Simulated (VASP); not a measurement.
# FeO (Imm2) in VASP: single point with PBEsol

Aim: the single point of FeO with PBEsol.

Program: VASP 6.6.1. These are calculated values, not measurements. Logs are shortened: lines on timing, memory, paths and dates and some standing lists are left out, and cuts for length are marked.

**1. The cell of the first run**

Symmetry: Imm2, No. 44, orthorhombic system. Conventional cell: a = 3.048 Å, b = 4.311 Å, c = 3.048 Å, α = 90.00°, β = 90.00°, γ = 90.00°. Fe (site symmetry mm2) has 6 O at 1.91 to 2.44 Å within 2.5 Å. Within 2.5 Å of O (site symmetry mm2) lie 6 Fe at 1.91 to 2.44 Å.

**2. Single point, PBEsol, collinear spin, ferromagnetic start (all O atoms moved +0.375 Å, as atom 2 along Cartesian [1 1 0])**

File INCAR:

```
SYSTEM = FeO
PREC = Accurate ; ENCUT = 520
EDIFF = 1E-6 ; ISMEAR = 0
SIGMA = 0.15 ; LREAL = .False.
LASPH = .True. ; NELM = 150
ALGO = Fast ; ISIF = 2
LWAVE = .False. ; LCHARG = .False.
ISPIN = 2 ; MAGMOM = 3.79 0.36
LORBIT = 11 ; LMAXMIX = 4
GGA = PS ; NBANDS = 18
```

File KPOINTS:

```
Automatic mesh
0
Gamma
  20 20 20
  0 0 0
```

File POSCAR:

```
FeO
1.0
    0.0000000000      2.1554000000      2.1554000000
    2.1554000000      0.0000000000      2.1554000000
    2.1554000000      2.1554000000      0.0000000000
Fe O
1 1
Direct
    0.0000000000      0.0000000000      0.0000000000
    0.5000000000      0.5000000000      0.6230235886
```

Potentials or basis: VASP PAW PBE potentials, release 64 (Fe, O).

Command:

```sh
$ cat potpaw_PBE.64/Fe/POTCAR potpaw_PBE.64/O/POTCAR > POTCAR
$ mpirun -np 1 vasp_std > vasp.out
```

OUTCAR:

```text
SYSTEM = FeO
   PREC = Accurate
   ENCUT = 520
   EDIFF = 1E-6
   ISMEAR = 0
   LREAL = .False.
   LASPH = .True.
   NELM = 150
   ISIF = 2
   ISPIN = 2
   LORBIT = 11
   GGA = PS

 ion  position               nearest neighbor table
   1  0.000  0.000  0.000-   2 1.91   2 1.91   2 2.19   2 2.19   2 2.44   2 2.44
   2  0.500  0.500  0.623-   1 1.91   1 1.91   1 2.19   1 2.19   1 2.44   1 2.44

  LATTYP: Found a face centered cubic cell.
 ALAT       =     4.3108000000

  Lattice vectors:

 A1 = (   0.0000000000,   2.1554000000,   2.1554000000)
 A2 = (   2.1554000000,   0.0000000000,   2.1554000000)
 A3 = (   2.1554000000,   2.1554000000,   0.0000000000)

Analysis of symmetry for initial positions (statically):
=====================================================================
 Subroutine PRICEL returns:
 Original cell was already a primitive cell.

 Routine SETGRP: Setting up the symmetry group for a
 face centered cubic supercell.

 Subroutine GETGRP returns: Found  4 space group operations
 (whereof  4 operations were pure point group operations)
 out of a pool of 48 trial point group operations.

The static configuration has the point symmetry C_2v.

Analysis of symmetry for dynamics (positions and initial velocities):
=====================================================================
 Subroutine PRICEL returns:
 Original cell was already a primitive cell.

 Routine SETGRP: Setting up the symmetry group for a
 face centered cubic supercell.

 Subroutine GETGRP returns: Found  4 space group operations
 (whereof  4 operations were pure point group operations)
 out of a pool of 48 trial point group operations.

The dynamic configuration has the point symmetry C_2v.

Analysis of structural, dynamic, and magnetic symmetry:
=====================================================================
 Subroutine PRICEL returns:
 Original cell was already a primitive cell.

 Routine SETGRP: Setting up the symmetry group for a
 face centered cubic supercell.

 Subroutine GETGRP returns: Found  4 space group operations
 (whereof  4 operations were pure point group operations)
 out of a pool of 48 trial point group operations.

The overall configuration has the point symmetry C_2v.

 Subroutine INISYM returns: Found  4 space group operations
 (whereof  4 operations are pure point group operations),
 and found     1 'primitive' translations

----------------------------------------------------------------------------------------

                                     Primitive cell

  volume of cell :      20.0269

  direct lattice vectors                    reciprocal lattice vectors
     0.000000000  2.155400000  2.155400000    -0.231975503  0.231975503  0.231975503
     2.155400000  0.000000000  2.155400000     0.231975503 -0.231975503  0.231975503
     2.155400000  2.155400000  0.000000000     0.231975503  0.231975503 -0.231975503

  length of vectors
     3.048195912  3.048195912  3.048195912     0.401793358  0.401793358  0.401793358

  position of ions in fractional coordinates (direct lattice)
     0.000000000  0.000000000  0.000000000
     0.500000000  0.500000000  0.623023589

  ion indices of the primitive-cell ions
   primitive index   ion index
                 1           1
                 2           2

----------------------------------------------------------------------------------------

 KPOINTS: Automatic mesh

Automatic generation of k-mesh.
 Grid dimensions read from file:
 generate k-points for:   20   20   20

 Generating k-lattice:

  Cartesian coordinates                     Fractional coordinates (reciprocal lattice)
    -0.011598775  0.011598775  0.011598775     0.050000000  0.000000000  0.000000000
     0.011598775 -0.011598775  0.011598775     0.000000000  0.050000000  0.000000000
     0.011598775  0.011598775 -0.011598775     0.000000000  0.000000000  0.050000000

  Length of vectors
     0.020089668  0.020089668  0.020089668

  Shift w.r.t. Gamma in fractional coordinates (k-lattice)
     0.000000000  0.000000000  0.000000000

 Subroutine IBZKPT returns following result:
 ===========================================

 Found   1166 irreducible k-points:

 Following reciprocal coordinates:
            Coordinates               Weight
  0.000000  0.000000  0.000000      1.000000
  0.050000  0.000000  0.000000      4.000000
  0.000000  0.000000  0.050000      4.000000
  0.100000  0.000000  0.000000      4.000000
  0.000000  0.000000  0.100000      4.000000
  0.150000  0.000000  0.000000      4.000000
[... 16 lines left out ...]
  0.000000  0.050000  0.050000      4.000000
  0.100000  0.050000  0.000000      4.000000
 [... further k-points ...]
   k-points           NKPTS =   1166   k-points in BZ     NKDIM =   1166   number of bands    NBANDS=     18
   number of dos      NEDOS =    301   number of ions     NIONS =      2
   total plane-waves  NPLWV =  13824
   dimension x,y,z NGX =    24 NGY =   24 NGZ =   24
   dimension x,y,z NGXF=    48 NGYF=   48 NGZF=   48
   ions per type =               1   1
   NGX,Y,Z   is equivalent  to a cutoff of  13.09, 13.09, 13.09 a.u.
   NGXF,Y,Z  is equivalent  to a cutoff of  26.18, 26.18, 26.18 a.u.
 SYSTEM =  FeO
   PREC   = accura    normal or accurate (medium, high low for compatibility)
   ISTART =      0    job   : 0-new  1-cont  2-samecut
   ICHARG =      2    charge: 1-file 2-atom 10-const
   ISPIN  =      2    spin polarized calculation?
   LNONCOLLINEAR =      F non collinear calculations
   LSORBIT =      F    spin-orbit coupling
   LASPH  =      T    aspherical Exc in radial PAW
   ENCUT  =  520.0 eV  38.22 Ry    6.18 a.u.   5.67  5.67  5.67*2*pi/ulx,y,z
   NELM   =    150;   NELMIN=  2; NELMDL= -5     # of ELM steps
   EDIFF  = 0.1E-05   stopping-criterion for ELM
   LREAL  =      F    real-space projection
   EDIFFG = 0.1E-04   stopping-criterion for IOM
   NSW    =      0    number of steps for IOM
   IBRION =     -1    ionic relax: 0-MD 1-quasi-New 2-CG
   NFREE  =      0    steps in history (QN), initial steepest desc. (CG)
   ISIF   =      2    stress and relaxation
   ISYM   =      2    0-nonsym 1-usesym 2-fastsym
   POTIM  = 0.5000    time-step for ionic-motion
   TEBEG  =    0.0;   TEEND  =   0.0 temperature during run
   PSTRESS=    0.0 pullay stress
   NELECT =      14.0000    total number of electrons
   NUPDOWN=      -1.0000    fix difference up-down
   EMIN   =  10.00;   EMAX   =-10.00  energy-range for DOS
   EFERMI =   0.00;   METHOD = LEGACY
   ISMEAR =     0;   SIGMA  =   0.15  broadening in eV -4-tet -1-fermi 0-gaus
   EFERMI_NEDOS =   21; number of points for ismear=-14 and -15
   IALGO  =     68    algorithm
   IMIX   =      4    mixing-type and parameters
     AMIX     =   0.40;   BMIX     =  1.00
     AMIX_MAG =   1.60;   BMIX_MAG =  1.00
  volume/ion in A,a.u.               =      10.01        67.57
  Fermi-wavevector in a.u.,A,eV,Ry     =   1.452935  2.745650 28.722187  2.111021
  Thomas-Fermi vector in A             =   2.570260
   LORBIT       =     11    0 simple, 1 ext, 2 COOP (PROOUT), +10 PAW based schemes
   GGA     = PS    functional components
   LHFCALC =     F    Hartree Fock is set to
   AEXX    =    0.0000 exact exchange contribution
   IVDW    =     0    specifies the selected vdW correction
   LEPSILON=     F    determine dielectric tensor
   LRPA    =     F    only Hartree local field effects (RPA)
 spin polarized calculation
 RMM-DIIS sequential band-by-band and
 Gauss-broadening in eV      SIGMA  =   0.15
  energy-cutoff  :      520.00
  volume of cell :       20.03
 maximum number of plane-waves:       556
   NGX = 11   NGY = 11   NGZ = 11

 number of electron      13.9999999 magnetization       3.9683432

 Free energy of the ion-electron system (eV)
  ---------------------------------------------------
  ext. energy  EPLUGINS =         0.00000000
  ---------------------------------------------------
  free energy    TOTEN  =       -15.61088274 eV

  energy without entropy =      -15.59439914  energy(sigma->0) =      -15.60264094

 E-fermi :   6.0158     XC(G=0): -12.3671

 val. band max:        6.0154895263   @ k =   0.3000   0.0500  -0.3000
 cond. band min:       6.0161380094   @ k =   0.0000   0.2500   0.2000
 fundamental gap:      0.0006484831
 Fermi energy:         6.0157569423

 spin component 1

 k-point     1 :       0.0000    0.0000    0.0000
  band No.  band energies     occupation
      1     -14.8264      1.00000
      2       0.2426      1.00000
      3       0.3957      1.00000
      4       0.8504      1.00000
      5       2.2360      1.00000
      6       2.4538      1.00000
[... 10 lines left out ...]
     17      27.2568      0.00000
     18      28.7592      0.00000
[... 463 lines left out ...]
 k-point    24 :       0.1000    0.0500    0.0000
  band No.  band energies     occupation
      1     -14.7411      1.00000
      2      -0.1118      1.00000
      3       0.2840      1.00000
      4       0.8894      1.00000
      5       2.2804      1.00000
      6       2.4118      1.00000
[... 10 lines left out ...]
     17      28.0953      0.00000
     18      29.5923      0.00000

 [... further k-points ...]

 spin component 2

 k-point     1 :       0.0000    0.0000    0.0000
  band No.  band energies     occupation
      1     -14.2385      1.00000
      2       1.5599      1.00000
      3       1.7864      1.00000
      4       2.1214      1.00000
      5       5.3607      1.00000
      6       5.8707      0.91428
[... 10 lines left out ...]
     17      28.7422      0.00000
     18      29.6518      0.00000
[... 463 lines left out ...]
 k-point    24 :       0.1000    0.0500    0.0000
  band No.  band energies     occupation
      1     -14.1519      1.00000
      2       1.1622      1.00000
      3       1.6012      1.00000
      4       2.1094      1.00000
      5       5.4219      1.00000
      6       5.7746      0.98850
[... 10 lines left out ...]
     17      29.3386      0.00000
     18      30.7523      0.00000

 [... further k-points ...]
[... 5 lines left out ...]
  --------------------------------------------------------------------------------------
  -------------------------------------------------------------------------------------
  Total        1.1920997      1.1920997     -1.0098677     -0.7010116      0.0000000      0.0000000
  in kB       95.3695055     95.3695055    -80.7907108    -56.0818273      0.0000000      0.0000000
  external PRESSURE =      36.6494334 kB  Pullay stress =       0.0000000 kB

 VOLUME and BASIS-vectors are now :
 -----------------------------------------------------------------------------
  energy-cutoff  :      520.00
  volume of cell :       20.03
      direct lattice vectors                 reciprocal lattice vectors
     0.000000000  2.155400000  2.155400000    -0.231975503  0.231975503  0.231975503
     2.155400000  0.000000000  2.155400000     0.231975503 -0.231975503  0.231975503
     2.155400000  2.155400000  0.000000000     0.231975503  0.231975503 -0.231975503

 POSITION                                       TOTAL-FORCE (eV/Angst)
 -----------------------------------------------------------------------------------
      0.00000      0.00000      0.00000         1.051454      1.051454      0.000000
      2.42057      2.42057      2.15540        -1.051454     -1.051454     -0.000000
 -----------------------------------------------------------------------------------
    total drift:                                0.001384      0.001384      0.000001

  FREE ENERGIE OF THE ION-ELECTRON SYSTEM (eV)
  ---------------------------------------------------
  free  energy   TOTEN  =       -15.6108827397 eV

  energy  without entropy=      -15.5943991363  energy(sigma->0) =      -15.60264094

 total charge

# of ion       s       p       d       tot
------------------------------------------
    1        0.327   0.429   6.150   6.906
    2        1.555   3.439   0.000   4.993
--------------------------------------------------
tot          1.882   3.867   6.150  11.899

 magnetization (x)

# of ion       s       p       d       tot
------------------------------------------
    1        0.027   0.041   3.475   3.543
    2        0.029   0.283   0.000   0.312
--------------------------------------------------
tot          0.056   0.324   3.475   3.855
```

It took 8.1 min on 1 thread of Oxide Virtual Turin-like, shared host; peak memory 0.65 GiB.

Results:

```yaml
Free_energy: -15.6109 eV
Pressure: 3.7 GPa
Largest_force: 1.487 eV/Å
Band_gap_on_the_k_mesh: zero (filled and empty bands overlap)
Net_moment: 3.97 μB per cell
Site_moments: Fe +3.54; O +0.31 μB
Valence_electrons_inside_the_program's_atomic_spheres: Fe 6.91; O 4.99
```

Forces on the atoms (eV/Å):
```
Fe   1.051  1.051  0.000
O   -1.051 -1.051  0.000
```

Levels at points of the mesh, in eV from the Fermi level:
Spin up:
```tsv
k point	band 5	band 6	band 7	band 8	band 9	band 10	band 11	band 12	band 13	band 14
(0.00, 0.00, 0.00)	-3.78	-3.56	-2.28	-1.66	-1.51	-0.06	14.65	16.44	16.91	16.98
(0.50, 0.00, 0.00)	-3.13	-2.97	-2.42	-1.22	-0.51	4.65	7.93	12.92	13.58	18.75
(0.00, 0.00, 0.50)	-2.98	-2.91	-2.33	-0.51	0.12	4.42	7.85	12.75	12.83	19.20
(0.50, 0.50, 0.00)	-2.85	-2.66	-2.64	-2.55	-2.10	4.81	8.62	9.96	14.78	16.42
(0.00, 0.50, 0.50)	-3.48	-2.73	-2.70	-2.63	-2.48	4.58	9.28	10.09	15.00	15.45
```
Spin down:
| k point | band 3 | band 4 | band 5 | band 6 | band 7 | band 8 |
| --- | --- | --- | --- | --- | --- | --- |
| (0.00, 0.00, 0.00) | -4.23 | -3.89 | -0.66 | -0.15 | 0.25 | 0.57 |
| (0.50, 0.00, 0.00) | -5.16 | -4.75 | 0.18 | 0.28 | 0.81 | 1.43 |
| (0.00, 0.00, 0.50) | -5.67 | -5.13 | 0.42 | 0.47 | 0.86 | 2.27 |
| (0.50, 0.50, 0.00) | -5.30 | -5.14 | -0.60 | 0.84 | 0.87 | 1.01 |
| (0.00, 0.50, 0.50) | -5.00 | -4.74 | -1.28 | 0.83 | 0.86 | 0.88 |

Caveat: the cell differs from its parent crystal (all O atoms moved +0.375 Å, as atom 2 along Cartesian [1 1 0]); the cell stands under pressure; the PAW data sets were made with another functional, which shifts forces and pressure a little; a cell with one magnetic atom can't hold antiferromagnetic order, which such compounds often take; semilocal functionals often make such compounds metallic where correlation or magnetic order opens a gap, which also shifts bond lengths.
